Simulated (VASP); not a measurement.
## LaB6: relaxation of cell and atoms with r2SCAN

The system is LaB6.

```
La B
1.0
     4.15236    0.00000    0.00000
     0.00000    4.15236    0.00000
     0.00000    0.00000    4.15236
La B
1 6
Direct
  0.00000 0.00000 0.00000
  0.20003 0.50000 0.50000
  0.50000 0.20003 0.50000
  0.79997 0.50000 0.50000
  0.50000 0.79997 0.50000
  0.50000 0.50000 0.20003
  0.50000 0.50000 0.79997
```

```yaml
Program: VASP 6.6.1
Task: relaxation of cell and atoms
Functional: r2SCAN
Potentials_or_basis: VASP PAW PBE potentials, release 64 (La, B)
Cutoff: 600 eV
k_mesh: 8 × 8 × 8
Occupations: fermi-dirac, width 0.15 eV
Spin: no spin polarisation
Dipole_correction: no
Further_INCAR_settings: ALGO = Normal; EDIFF = 1e-06; IBRION = 2; EDIFFG = -0.001; NSW = 80; ISIF = 3
```

The relaxed volume is 10.23 Å³/atom, the relaxed cell is a = 4.153 Å, b = 4.153 Å, c = 4.153 Å, α = 90.00°, β = 90.00°, γ = 90.00° and the space group after relaxing (to 0.05 Å) is Pm-3m (No. 221). The energy gained by relaxing is 0.0 meV/atom. The ionic steps are 3. The pressure after relaxing is 0.0 GPa.

Final structure:
```cif
data_structure
_symmetry_space_group_name_H-M 'P 1'
_symmetry_Int_Tables_number 1
_cell_length_a 4.1526
_cell_length_b 4.1526
_cell_length_c 4.1526
_cell_angle_alpha 90.000
_cell_angle_beta 90.000
_cell_angle_gamma 90.000
_cell_volume 71.61
loop_
_atom_site_label
_atom_site_type_symbol
_atom_site_fract_x
_atom_site_fract_y
_atom_site_fract_z
_atom_site_occupancy
La1 La 0.00000 0.00000 0.00000 1
B1 B 0.19996 0.50000 0.50000 1
B2 B 0.50000 0.19996 0.50000 1
B3 B 0.80004 0.50000 0.50000 1
B4 B 0.50000 0.80004 0.50000 1
B5 B 0.50000 0.50000 0.19996 1
B6 B 0.50000 0.50000 0.80004 1
```

Levels at points of the mesh, in eV from the Fermi level:
```
           k point  band 11  band 12  band 13  band 14  band 15  band 16  band 17  band 18
(0.00, 0.00, 0.00)    -7.51    -2.00    -2.00    -2.00     0.26     0.26     0.26     1.64
(0.50, 0.00, 0.00)    -3.72    -3.72    -3.41    -2.53    -1.59     1.65     1.65     1.70
(0.50, 0.50, 0.00)    -4.73    -4.73    -3.09    -3.09     1.18     1.18     2.21     2.24
(0.50, 0.50, 0.50)    -5.07    -2.55    -2.55    -2.55     1.67     2.00     2.00     2.00
```

It used 920 s of CPU time on 1 thread of AMD EPYC 7R13 Processor (Zen 3) (shared host).

Caveat: the PAW data sets were made with another functional, which shifts forces and pressure a little; spin-orbit coupling is left out, which moves the levels of the heavy elements.
